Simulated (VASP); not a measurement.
# Mg3Ti (I4/mmm) in VASP: notebook, part 2 of 2

VASP 6.6.1.

### Step 3. Single point, PBE

This run uses another cell than the first one, of 22.05 Å³/atom, 1.020 times its volume.

INCAR reads:

```
SYSTEM = Mg3Ti
PREC     = Accurate       ! precision mode
ENCUT    = 520            ! plane-wave cutoff, eV
EDIFF    = 1E-6           ! SCF threshold, eV
ISMEAR   = -1             ! smearing method
SIGMA    = 0.05           ! smearing width, eV
LREAL    = .FALSE.        ! projectors in reciprocal space
LASPH    = .TRUE.         ! aspherical terms in the spheres
NELM     = 60             ! most SCF steps
ALGO     = Normal         ! electronic algorithm
ISIF     = 2              ! what is computed and relaxed
LWAVE    = .FALSE.        ! write WAVECAR
LCHARG   = .FALSE.        ! write CHGCAR
GGA      = PE             ! functional
NBANDS   = 17             ! bands
```

KPOINTS reads:

```
Automatic mesh
0
G
  9 9 9
  0 0 0
```

POSCAR reads:

```
Mg3Ti
1.0
   -2.2299334530      2.2299334530      4.4351792509
    2.2299334530     -2.2299334530      4.4351792509
    2.2299334530      2.2299334530     -4.4351792509
Ti Mg
1 3
Direct
    0.0000000000      0.0000000000      0.0000000000
    0.7500000000      0.2500000000      0.5000000000
    0.2500000000      0.7500000000      0.5000000000
    0.5000000000      0.5000000000      0.0000000000
```

Potentials or basis: VASP PAW PBE potentials, release 64 (Ti_sv, Mg).

Started as:

```console
cat potpaw_PBE.64/Ti_sv/POTCAR potpaw_PBE.64/Mg/POTCAR > POTCAR
mpirun -np 1 vasp_std > vasp.out
```

OUTCAR:

```text
SYSTEM = Mg3Ti
   PREC = Accurate
   ENCUT = 520
   EDIFF = 1E-6
   ISMEAR = -1
   LREAL = .FALSE.
   LASPH = .TRUE.
   NELM = 60
   ISIF = 2
   GGA = PE

 ion  position               nearest neighbor table
   1  0.000  0.000  0.000-   2 3.14   3 3.14   2 3.14   3 3.14   2 3.14   3 3.14   2 3.14   3 3.14
                             4 3.15   4 3.15   4 3.15   4 3.15
   2  0.750  0.250  0.500-   4 3.14   1 3.14   1 3.14   4 3.14   1 3.14   4 3.14   4 3.14   1 3.14
                             3 3.15   3 3.15   3 3.15   3 3.15
   3  0.250  0.750  0.500-   1 3.14   4 3.14   1 3.14   4 3.14   1 3.14   4 3.14   1 3.14   4 3.14
                             2 3.15   2 3.15   2 3.15   2 3.15
   4  0.500  0.500  0.000-   3 3.14   2 3.14   2 3.14   3 3.14   2 3.14   3 3.14   3 3.14   2 3.14
                             1 3.15   1 3.15   1 3.15   1 3.15

  LATTYP: Found a body centered tetragonal cell.
 ALAT       =     4.4598669060
 C/A-ratio  =     1.9889289723

  Lattice vectors:

 A1 = (  -2.2299334530,   2.2299334530,   4.4351792509)
 A2 = (   2.2299334530,  -2.2299334530,   4.4351792509)
 A3 = (   2.2299334530,   2.2299334530,  -4.4351792509)

Analysis of symmetry for initial positions (statically):
=====================================================================
 Subroutine PRICEL returns:
 Original cell was already a primitive cell.

 Routine SETGRP: Setting up the symmetry group for a
 body centered tetragonal supercell.

 Subroutine GETGRP returns: Found 16 space group operations
 (whereof 16 operations were pure point group operations)
 out of a pool of 16 trial point group operations.

The static configuration has the point symmetry D_4h.

Analysis of symmetry for dynamics (positions and initial velocities):
=====================================================================
 Subroutine PRICEL returns:
 Original cell was already a primitive cell.

 Routine SETGRP: Setting up the symmetry group for a
 body centered tetragonal supercell.

 Subroutine GETGRP returns: Found 16 space group operations
 (whereof 16 operations were pure point group operations)
[... 122 lines left out ...]
   EFERMI_NEDOS =   21; number of points for ismear=-14 and -15
   IALGO  =     38    algorithm
   IMIX   =      4    mixing-type and parameters
     AMIX     =   0.40;   BMIX     =  1.00
     AMIX_MAG =   1.60;   BMIX_MAG =  1.00
  volume/ion in A,a.u.               =      22.05       148.83
  Fermi-wavevector in a.u.,A,eV,Ry     =   0.963786  1.821292 12.638230  0.928884
  Thomas-Fermi vector in A             =   2.093361
   LORBIT       =      0    0 simple, 1 ext, 2 COOP (PROOUT), +10 PAW based schemes
   GGA     = PE    functional components
   LHFCALC =     F    Hartree Fock is set to
   AEXX    =    0.0000 exact exchange contribution
   IVDW    =     0    specifies the selected vdW correction
   LEPSILON=     F    determine dielectric tensor
   LRPA    =     F    only Hartree local field effects (RPA)
 non-spin polarized calculation
  energy-cutoff  :      520.00
  volume of cell :       88.22
 maximum number of plane-waves:      2405
   NGX = 21   NGY = 21   NGZ = 21

 number of electron      17.9999997 magnetization

 Free energy of the ion-electron system (eV)
  ---------------------------------------------------
  ext. energy  EPLUGINS =         0.00000000
  ---------------------------------------------------
  free energy    TOTEN  =       -11.37016063 eV

  energy without entropy =      -11.32446737  energy(sigma->0) =      -11.34731400

 E-fermi :   3.3832     XC(G=0):  -9.0627

 val. band max:        3.3798419266   @ k =   0.1111   0.1111   0.1111
 cond. band min:       3.3973902967   @ k =  -0.2222   0.3333   0.2222
 fundamental gap:      0.0175483701
 Fermi energy:         3.3832404841

 k-point     1 :       0.0000    0.0000    0.0000
  band No.  band energies     occupation
      1     -53.8641      2.00000
      2     -30.1444      2.00000
      3     -30.0971      2.00000
      4     -30.0971      2.00000
      5      -3.1009      2.00000
      6       2.8278      1.99997
[... 457 lines left out ...]
      4     -30.0997      2.00000
      5       0.3564      2.00000
      6       0.7286      2.00000
[... 9 lines left out ...]
     16       7.5092      0.00000
     17       8.2542      0.00000

 [... further k-points ...]
[... 5 lines left out ...]
  --------------------------------------------------------------------------------------
  -------------------------------------------------------------------------------------
  Total       -1.1889726     -1.1889726     -1.5830553      0.0000000     -0.0000000      0.0000000
  in kB      -21.5937193    -21.5937193    -28.7509172      0.0000000     -0.0000000      0.0000000
  external PRESSURE =     -23.9794519 kB  Pullay stress =       0.0000000 kB

 VOLUME and BASIS-vectors are now :
 -----------------------------------------------------------------------------
  energy-cutoff  :      520.00
  volume of cell :       88.22
      direct lattice vectors                 reciprocal lattice vectors
    -2.229933453  2.229933453  4.435179251     0.000000000  0.224221938  0.112735015
     2.229933453 -2.229933453  4.435179251     0.224221938  0.000000000  0.112735015
     2.229933453  2.229933453 -4.435179251     0.224221938  0.224221938  0.000000000

 POSITION                                       TOTAL-FORCE (eV/Angst)
 -----------------------------------------------------------------------------------
      0.00000      0.00000      0.00000         0.000000      0.000000     -0.000000
      0.00000      2.22993      2.21759         0.000000     -0.000000     -0.000000
      2.22993      0.00000      2.21759        -0.000000     -0.000000      0.000000
      0.00000      0.00000      4.43518         0.000000      0.000000     -0.000000
 -----------------------------------------------------------------------------------
    total drift:                               -0.000000     -0.000000      0.000000

  FREE ENERGIE OF THE ION-ELECTRON SYSTEM (eV)
  ---------------------------------------------------
  free  energy   TOTEN  =       -11.3701606307 eV

  energy  without entropy=      -11.3244673706  energy(sigma->0) =      -11.34731400
```

Wall time 1.9 min (1 thread of AMD EPYC 7R13 (Zen 3), shared host); peak memory 0.27 GiB.

What came out:

```
Free energy            : -11.3702 eV
Pressure               : -2.4 GPa
Band gap on the k mesh : zero (band 9 reaches 3.77 eV, above the bottom of band 10 at 2.68 eV)
```

Stress tensor (GPa, compression positive):
```
-2.16  0.00  0.00
 0.00 -2.16  0.00
 0.00  0.00 -2.88
```

### Step 4. Single point, PBE

This run uses another cell than the first one, of 22.48 Å³/atom, 1.039 times its volume.

INCAR reads:

```
ALGO = Normal
EDIFF = 1E-6
ENCUT = 520
GGA = PE
ISIF = 2
ISMEAR = -1
LASPH = T
LCHARG = F
LREAL = F
LWAVE = F
NBANDS = 17
NELM = 80
PREC = Accurate
SIGMA = 0.05
```

KPOINTS reads:

```
k-points
0
Gamma
  9 9 9
```

POSCAR reads:

```
Mg3Ti
1.0
   -2.2441372338      2.2441372338      4.4634295619
    2.2441372338     -2.2441372338      4.4634295619
    2.2441372338      2.2441372338     -4.4634295619
Ti Mg
1 3
Direct
    0.0000000000      0.0000000000      0.0000000000
    0.7500000000      0.2500000000      0.5000000000
    0.2500000000      0.7500000000      0.5000000000
    0.5000000000      0.5000000000      0.0000000000
```

Started as:

```console
cat potpaw_PBE.64/Ti_sv/POTCAR potpaw_PBE.64/Mg/POTCAR > POTCAR
mpirun -np 1 vasp_std > vasp.out
```

Wall time 2.5 min (1 thread of AMD EPYC 7R13 (Zen 3), shared host); peak memory 0.28 GiB.

It converged, with:

```yaml
Free_energy: -11.3408 eV
Pressure: -3.1 GPa
Band_gap_on_the_k_mesh: zero (band 9 reaches 3.65 eV, above the bottom of band 10 at 2.57 eV)
```

Stress tensor (GPa, compression positive):
```
-2.94  0.00  0.00
 0.00 -2.94  0.00
 0.00  0.00 -3.57
```

Levels at points of the mesh, in eV from the Fermi level:
| k point | band 7 | band 8 | band 9 | band 10 | band 11 | band 12 |
| --- | --- | --- | --- | --- | --- | --- |
| (0.00, 0.00, 0.00) | -0.46 | -0.26 | -0.26 | 0.52 | 0.59 | 2.43 |

### Step 5. The runs side by side

```tsv
cell	gap on the mesh (eV)	pressure (GPa)
a = 5.407 Å, angles 131.6, 131.6, 70.8°, 4 atoms	none	-1.6
a = 5.442 Å, angles 131.6, 131.6, 70.8°, 4 atoms	none	-2.4
a = 5.477 Å, angles 131.6, 131.6, 70.8°, 4 atoms	none	-3.1
```

Alike in all rows: task single point; level PBE; potentials or basis VASP PAW PBE potentials, release 64 (Ti_sv, Mg); no spin polarisation; k mesh 9 × 9 × 9; cutoff (eV) 520; smearing fermi-dirac 0.05 eV.

Absolute energies hang on the potentials; compare differences alone.
